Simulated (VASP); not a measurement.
# AlN (P6_3mc) in VASP: single point with PBEsol

Aim: the single point of AlN with PBEsol.

All numbers are computed with VASP 6.6.1; they aren't measurements. Logs are shortened: lines on timing, memory, paths and dates and some standing lists are left out, and cuts for length are marked.

### Step 1. The cell of the first run

The structure is hexagonal, space group P6_3mc (No. 186). The conventional cell has a = 3.114 Å, b = 3.114 Å, c = 4.984 Å, α = 90.00°, β = 90.00°, γ = 120.00°. Al (site symmetry 3m) has 4 N at 1.89 to 1.90 Å within 2.5 Å. Within 2.5 Å of N (site symmetry 3m) lie 4 Al at 1.89 to 1.90 Å.

### Step 2. Single point, PBEsol

Input file INCAR:

```
SYSTEM = AlN
  PREC = Accurate
  ENCUT = 520
  EDIFF = 1E-7
  ISMEAR = -1
  SIGMA = 0.05
  LREAL = Auto
  LASPH = .TRUE.
  NELM = 60
  ALGO = Normal
  ISIF = 2
  LWAVE = .FALSE.
  LCHARG = .TRUE.
  GGA = PS
  LELF = .TRUE.
  LVHAR = .TRUE.
  NBANDS = 86
  ISYM = 0
```

Input file KPOINTS:

```
Automatic mesh
0
Gamma
  1 1 1
  0.25 0.25 0.25
```

Input file POSCAR:

```
AlN
1.0
    6.2276320000      0.0000000000      0.0000000000
   -3.1138160000      5.3932870000      0.0000000000
    0.0000000000      0.0000000000      9.9670570000
Al N
16 16
Direct
    0.3333330000      0.1666670000      0.2485000000
    0.3333330000      0.1666670000      0.7485000000
    0.3333330000      0.6666670000      0.2485000000
    0.3333330000      0.6666670000      0.7485000000
    0.8333330000      0.1666670000      0.2485000000
    0.8333330000      0.1666670000      0.7485000000
    0.8333330000      0.6666670000      0.2485000000
    0.8333330000      0.6666670000      0.7485000000
    0.1666670000      0.3333330000      0.4985000000
    0.1666670000      0.3333330000      0.9985000000
    0.1666670000      0.8333330000      0.4985000000
    0.1666670000      0.8333330000      0.9985000000
    0.6666670000      0.3333330000      0.4985000000
    0.6666670000      0.3333330000      0.9985000000
    0.6666670000      0.8333330000      0.4985000000
    0.6666670000      0.8333330000      0.9985000000
    0.1666670000      0.3333330000      0.1895000000
    0.1666670000      0.3333330000      0.6895000000
    0.1666670000      0.8333330000      0.1895000000
    0.1666670000      0.8333330000      0.6895000000
    0.6666670000      0.3333330000      0.1895000000
    0.6666670000      0.3333330000      0.6895000000
    0.6666670000      0.8333330000      0.1895000000
    0.6666670000      0.8333330000      0.6895000000
    0.3333330000      0.1666670000      0.4395000000
    0.3333330000      0.1666670000      0.9395000000
    0.3333330000      0.6666670000      0.4395000000
    0.3333330000      0.6666670000      0.9395000000
    0.8333330000      0.1666670000      0.4395000000
    0.8333330000      0.1666670000      0.9395000000
    0.8333330000      0.6666670000      0.4395000000
    0.8333330000      0.6666670000      0.9395000000
```

Potentials or basis: VASP PAW PBE potentials, release 64 (Al, N).

Command:

```
$ cat potpaw_PBE.64/Al/POTCAR potpaw_PBE.64/N/POTCAR > POTCAR
$ mpirun -np 1 vasp_std > vasp.out
```

OUTCAR:

```text
SYSTEM = AlN
   PREC = Accurate
   ENCUT = 520
   EDIFF = 1E-7
   ISMEAR = -1
   LREAL = Auto
   LASPH = .TRUE.
   NELM = 60
   ISIF = 2
   GGA = PS
   ISYM = 0

 ion  position               nearest neighbor table
   1  0.333  0.167  0.248-  17 1.89  19 1.89  21 1.89  25 1.90   9 3.07  10 3.07  11 3.07  12 3.07
                            13 3.07  14 3.07   3 3.11   7 3.11   3 3.11   7 3.11   5 3.11   5 3.11
   2  0.333  0.167  0.748-  18 1.89  20 1.89  22 1.89  26 1.90   9 3.07  10 3.07  11 3.07  12 3.07
                            13 3.07  14 3.07   4 3.11   8 3.11   4 3.11   8 3.11   6 3.11   6 3.11
   3  0.333  0.667  0.248-  19 1.89  17 1.89  23 1.89  27 1.90  11 3.07  12 3.07   9 3.07  10 3.07
                            15 3.07  16 3.07   1 3.11   5 3.11   1 3.11   5 3.11   7 3.11   7 3.11
   4  0.333  0.667  0.748-  20 1.89  18 1.89  24 1.89  28 1.90  11 3.07  12 3.07   9 3.07  10 3.07
                            15 3.07  16 3.07   2 3.11   6 3.11   2 3.11   6 3.11   8 3.11   8 3.11
   5  0.833  0.167  0.248-  21 1.89  23 1.89  17 1.89  29 1.90  13 3.07  14 3.07  15 3.07  16 3.07
                             9 3.07  10 3.07   3 3.11   7 3.11   7 3.11   3 3.11   1 3.11   1 3.11
   6  0.833  0.167  0.748-  22 1.89  24 1.89  18 1.89  30 1.90  13 3.07  14 3.07  15 3.07  16 3.07
                             9 3.07  10 3.07   4 3.11   8 3.11   8 3.11   4 3.11   2 3.11   2 3.11
   7  0.833  0.667  0.248-  23 1.89  21 1.89  19 1.89  31 1.90  15 3.07  16 3.07  13 3.07  14 3.07
                            11 3.07  12 3.07   1 3.11   5 3.11   5 3.11   1 3.11   3 3.11   3 3.11
   8  0.833  0.667  0.748-  24 1.89  22 1.89  20 1.89  32 1.90  15 3.07  16 3.07  13 3.07  14 3.07
                            11 3.07  12 3.07   2 3.11   6 3.11   6 3.11   2 3.11   4 3.11   4 3.11
   9  0.167  0.333  0.498-  25 1.89  27 1.89  29 1.89  18 1.90   1 3.07   2 3.07   3 3.07   4 3.07
                             5 3.07   6 3.07  11 3.11  15 3.11  11 3.11  15 3.11  13 3.11  13 3.11
  10  0.167  0.333  0.998-  26 1.89  28 1.89  30 1.89  17 1.90   1 3.07   2 3.07   3 3.07   4 3.07
                             5 3.07   6 3.07  12 3.11  16 3.11  12 3.11  16 3.11  14 3.11  14 3.11
  11  0.167  0.833  0.498-  27 1.89  25 1.89  31 1.89  20 1.90   3 3.07   4 3.07   1 3.07   2 3.07
                             7 3.07   8 3.07   9 3.11  13 3.11   9 3.11  13 3.11  15 3.11  15 3.11
  12  0.167  0.833  0.998-  28 1.89  26 1.89  32 1.89  19 1.90   3 3.07   4 3.07   1 3.07   2 3.07
                             7 3.07   8 3.07  10 3.11  14 3.11  10 3.11  14 3.11  16 3.11  16 3.11
  13  0.667  0.333  0.498-  29 1.89  31 1.89  25 1.89  22 1.90   5 3.07   6 3.07   7 3.07   8 3.07
                             1 3.07   2 3.07  11 3.11  15 3.11  15 3.11  11 3.11   9 3.11   9 3.11
  14  0.667  0.333  0.998-  30 1.89  32 1.89  26 1.89  21 1.90   5 3.07   6 3.07   7 3.07   8 3.07
                             1 3.07   2 3.07  12 3.11  16 3.11  16 3.11  12 3.11  10 3.11  10 3.11
  15  0.667  0.833  0.498-  31 1.89  29 1.89  27 1.89  24 1.90   7 3.07   8 3.07   5 3.07   6 3.07
                             3 3.07   4 3.07   9 3.11  13 3.11  13 3.11   9 3.11  11 3.11  11 3.11
  16  0.667  0.833  0.998-  32 1.89  30 1.89  28 1.89  23 1.90   7 3.07   8 3.07   5 3.07   6 3.07
                             3 3.07   4 3.07  10 3.11  14 3.11  14 3.11  10 3.11  12 3.11  12 3.11
  17  0.167  0.333  0.190-   1 1.89   3 1.89   5 1.89  10 1.90
  18  0.167  0.333  0.690-   2 1.89   4 1.89   6 1.89   9 1.90
  19  0.167  0.833  0.190-   3 1.89   1 1.89   7 1.89  12 1.90
  20  0.167  0.833  0.690-   4 1.89   2 1.89   8 1.89  11 1.90
  21  0.667  0.333  0.190-   5 1.89   7 1.89   1 1.89  14 1.90
  22  0.667  0.333  0.690-   6 1.89   8 1.89   2 1.89  13 1.90
[... 8 lines left out ...]
  31  0.833  0.667  0.440-  15 1.89  13 1.89  11 1.89   7 1.90
  32  0.833  0.667  0.940-  16 1.89  14 1.89  12 1.89   8 1.90

IMPORTANT INFORMATION: All symmetrisations will be switched off!
NOSYMM: (Re-)initialisation of all symmetry stuff for point group C_1.

----------------------------------------------------------------------------------------

                                     Primitive cell

  volume of cell :     334.7676

  direct lattice vectors                    reciprocal lattice vectors
     6.227632000  0.000000000  0.000000000     0.160574678  0.092707842  0.000000000
    -3.113816000  5.393287000  0.000000000     0.000000000  0.185415684  0.000000000
     0.000000000  0.000000000  9.967057000     0.000000000  0.000000000  0.100330519

  length of vectors
     6.227632000  6.227631552  9.967057000     0.185415671  0.185415684  0.100330519

  position of ions in fractional coordinates (direct lattice)
     0.333333000  0.166667000  0.248500000
     0.333333000  0.166667000  0.748500000
     0.333333000  0.666667000  0.248500000
     0.333333000  0.666667000  0.748500000
     0.833333000  0.166667000  0.248500000
     0.833333000  0.166667000  0.748500000
[... 24 lines left out ...]
     0.833333000  0.666667000  0.439500000
     0.833333000  0.666667000  0.939500000

  ion indices of the primitive-cell ions
   primitive index   ion index
                 1           1
                 2           2
                 3           3
                 4           4
                 5           5
                 6           6
[... 24 lines left out ...]
                31          31
                32          32

----------------------------------------------------------------------------------------

 KPOINTS: Automatic mesh

Automatic generation of k-mesh.
 Grid dimensions read from file:
 generate k-points for:    1    1    1

 Generating k-lattice:

  Cartesian coordinates                     Fractional coordinates (reciprocal lattice)
     0.160574678  0.092707842  0.000000000     1.000000000  0.000000000  0.000000000
     0.000000000  0.185415684  0.000000000     0.000000000  1.000000000  0.000000000
     0.000000000  0.000000000  0.100330519     0.000000000  0.000000000  1.000000000

  Length of vectors
     0.185415671  0.185415684  0.100330519

  Shift w.r.t. Gamma in fractional coordinates (k-lattice)
     0.250000000  0.250000000  0.250000000

 Subroutine IBZKPT returns following result:
 ===========================================

 Found      6 irreducible k-points:

 Following reciprocal coordinates:
            Coordinates               Weight
  0.250000  0.250000  0.250000      2.000000
 -0.250000  0.500000  0.250000      2.000000
  0.500000  0.250000  0.250000      2.000000
 -0.250000 -0.250000  0.250000      2.000000
  0.250000  0.500000  0.250000      2.000000
  0.500000 -0.250000  0.250000      2.000000
   k-points           NKPTS =      6   k-points in BZ     NKDIM =      6   number of bands    NBANDS=     86
   number of dos      NEDOS =    301   number of ions     NIONS =     32
   total plane-waves  NPLWV = 184320
   dimension x,y,z NGX =    48 NGY =   48 NGZ =   80
   dimension x,y,z NGXF=    96 NGYF=   96 NGZF=  160
   ions per type =              16  16
   NGX,Y,Z   is equivalent  to a cutoff of  12.81, 12.81, 13.34 a.u.
   NGXF,Y,Z  is equivalent  to a cutoff of  25.63, 25.63, 26.69 a.u.
 SYSTEM =  AlN
   PREC   = accura    normal or accurate (medium, high low for compatibility)
   ISTART =      0    job   : 0-new  1-cont  2-samecut
   ICHARG =      2    charge: 1-file 2-atom 10-const
   ISPIN  =      1    spin polarized calculation?
   LNONCOLLINEAR =      F non collinear calculations
   LSORBIT =      F    spin-orbit coupling
   LASPH  =      T    aspherical Exc in radial PAW
   ENCUT  =  520.0 eV  38.22 Ry    6.18 a.u.  11.58 11.58 18.53*2*pi/ulx,y,z
   NELM   =     60;   NELMIN=  2; NELMDL= -5     # of ELM steps
   EDIFF  = 0.1E-06   stopping-criterion for ELM
   LREAL  =      T    real-space projection
   EDIFFG = 0.1E-05   stopping-criterion for IOM
   NSW    =      0    number of steps for IOM
   IBRION =     -1    ionic relax: 0-MD 1-quasi-New 2-CG
   NFREE  =      0    steps in history (QN), initial steepest desc. (CG)
   ISIF   =      2    stress and relaxation
   ISYM   =      0    0-nonsym 1-usesym 2-fastsym
   POTIM  = 0.5000    time-step for ionic-motion
   TEBEG  =    0.0;   TEEND  =   0.0 temperature during run
   PSTRESS=    0.0 pullay stress
   NELECT =     128.0000    total number of electrons
   NUPDOWN=      -1.0000    fix difference up-down
   EMIN   =  10.00;   EMAX   =-10.00  energy-range for DOS
   EFERMI =   0.00;   METHOD = LEGACY
   ISMEAR =    -1;   SIGMA  =   0.05  broadening in eV -4-tet -1-fermi 0-gaus
   EFERMI_NEDOS =   21; number of points for ismear=-14 and -15
   IALGO  =     38    algorithm
   IMIX   =      4    mixing-type and parameters
     AMIX     =   0.40;   BMIX     =  1.00
     AMIX_MAG =   1.60;   BMIX_MAG =  1.00
  volume/ion in A,a.u.               =      10.46        70.60
  Fermi-wavevector in a.u.,A,eV,Ry     =   1.188220  2.245411 19.209628  1.411868
  Thomas-Fermi vector in A             =   2.324355
   LORBIT       =      0    0 simple, 1 ext, 2 COOP (PROOUT), +10 PAW based schemes
   GGA     = PS    functional components
   LHFCALC =     F    Hartree Fock is set to
   AEXX    =    0.0000 exact exchange contribution
   IVDW    =     0    specifies the selected vdW correction
   LEPSILON=     F    determine dielectric tensor
   LRPA    =     F    only Hartree local field effects (RPA)
 non-spin polarized calculation
  energy-cutoff  :      520.00
  volume of cell :      334.77
 maximum number of plane-waves:      9015
 NGX is ok and might be reduce to    48
   NGX = 23   NGY = 23   NGZ = 37

 number of electron     127.9999979 magnetization

 Free energy of the ion-electron system (eV)
  ---------------------------------------------------
  ext. energy  EPLUGINS =         0.00000000
  ---------------------------------------------------
  free energy    TOTEN  =      -253.64521698 eV

  energy without entropy =     -253.64521698  energy(sigma->0) =     -253.64521698

 E-fermi :   6.9174     XC(G=0): -11.1114

 val. band max:        5.6487426100   @ k =  -0.2500  -0.2500   0.2500
 cond. band min:      11.2756654245   @ k =   0.5000   0.2500   0.2500
 fundamental gap:      5.6269228145
 Fermi energy:         6.9174244539

 k-point     1 :       0.2500    0.2500    0.2500
  band No.  band energies     occupation
      1      -8.5293      2.00000
      2      -8.1085      2.00000
      3      -7.8746      2.00000
      4      -7.8746      2.00000
      5      -7.5239      2.00000
      6      -7.5239      2.00000
[... 463 lines left out ...]
     75      13.0049      0.00000
     76      13.0049      0.00000
 [bands above 76 left out]

------------------------ aborting loop because EDIFF is reached ----------------------------------------

  FORCE on cell =-STRESS in cart. coord.  units (eV):
  Direction    XX          YY          ZZ          XY          YZ          ZX
  --------------------------------------------------------------------------------------
  -------------------------------------------------------------------------------------
  Total       -3.6449283     -3.6460375      4.2366644     -0.0010231     -0.0000001      0.0000033
  in kB      -17.4444047    -17.4497135     20.2764177     -0.0048966     -0.0000007      0.0000160
  external PRESSURE =      -4.8725668 kB  Pullay stress =       0.0000000 kB

 VOLUME and BASIS-vectors are now :
 -----------------------------------------------------------------------------
  energy-cutoff  :      520.00
  volume of cell :      334.77
      direct lattice vectors                 reciprocal lattice vectors
     6.227632000  0.000000000  0.000000000     0.160574678  0.092707842  0.000000000
    -3.113816000  5.393287000  0.000000000     0.000000000  0.185415684  0.000000000
     0.000000000  0.000000000  9.967057000     0.000000000  0.000000000  0.100330519

 POSITION                                       TOTAL-FORCE (eV/Angst)
 -----------------------------------------------------------------------------------
      1.55690      0.89888      2.47681         0.000103     -0.000039      0.115940
      1.55690      0.89888      7.46034         0.000092     -0.000037      0.115946
     -0.00000      3.59553      2.47681         0.000106     -0.000052      0.115946
     -0.00000      3.59553      7.46034         0.000106     -0.000062      0.115948
      4.67072      0.89888      2.47681         0.000083     -0.000055      0.115929
      4.67072      0.89888      7.46034         0.000094     -0.000050      0.115938
[... 24 lines left out ...]
      3.11381      3.59553      4.38052         0.000089     -0.000050     -0.115952
      3.11381      3.59553      9.36405         0.000090     -0.000050     -0.115951
 -----------------------------------------------------------------------------------
    total drift:                               -0.000005     -0.000001      0.058257

  FREE ENERGIE OF THE ION-ELECTRON SYSTEM (eV)
  ---------------------------------------------------
  free  energy   TOTEN  =      -253.6452169755 eV

  energy  without entropy=     -253.6452169754  energy(sigma->0) =     -253.64521698
```

It took 11 min on 1 thread of Intel Xeon 8259CL, shared host; peak memory 0.47 GiB.

Results:

```
Free energy            : -253.6452 eV
Pressure               : -0.5 GPa
Largest force          : 0.116 eV/Å
Band gap on the k mesh : 5.63 eV
```

Forces in eV/Å, atoms in the order of the input:
```
Al   0.000  0.000  0.116
Al   0.000  0.000  0.116
Al   0.000  0.000  0.116
Al   0.000  0.000  0.116
Al   0.000  0.000  0.116
Al   0.000  0.000  0.116
Al   0.000  0.000  0.116
Al   0.000  0.000  0.116
Al   0.000  0.000  0.116
Al   0.000  0.000  0.116
Al   0.000  0.000  0.116
Al   0.000  0.000  0.116
Al   0.000  0.000  0.116
Al   0.000  0.000  0.116
Al   0.000  0.000  0.116
Al   0.000  0.000  0.116
N    0.000  0.000 -0.116
N    0.000  0.000 -0.116
N    0.000  0.000 -0.116
N    0.000  0.000 -0.116
N    0.000  0.000 -0.116
N    0.000  0.000 -0.116
N    0.000  0.000 -0.116
N    0.000  0.000 -0.116
N    0.000  0.000 -0.116
N    0.000  0.000 -0.116
N    0.000  0.000 -0.116
N    0.000  0.000 -0.116
N    0.000  0.000 -0.116
N    0.000  0.000 -0.116
N    0.000  0.000 -0.116
N    0.000  0.000 -0.116
```

Caveat: the k points lie up to 1.17 Å⁻¹ apart; the PAW data sets were made with another functional, which shifts forces and pressure a little.
